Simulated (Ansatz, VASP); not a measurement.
## One calculation of Nb, two programs

```
Nb
1.0
     0.00000    2.08556    2.08556
     2.08556    0.00000    2.08556
     2.08556    2.08556    0.00000
Nb
1
Direct
  0.00000 0.00000 0.00000
```

Alike in both runs: functional PBEsol; k mesh 16 × 16 × 16; occupations fermi-dirac, width 0.05 eV; no spin polarisation.

Ansatz relaxed the structure, and its values are those at the end. VASP's run is a single point on that final structure, the one shown.

```csv
,VASP,Ansatz
version,VASP 6.6.1,Ansatz 0.2.0
potentials or method,"VASP PAW PBE potentials, release 64 (Nb_sv)","PAW with Ansatz's default frozen-core files, scalar-relativistic"
plane-wave cutoff (eV),520,420
valence electrons in the cell,13,13
```

Ansatz gave:

- pressure (GPa): 0.0

Q: What did VASP give for the same quantities?

A: Pressure (GPa): -0.3.

VASP's potentials were made for PBE, not for PBEsol.
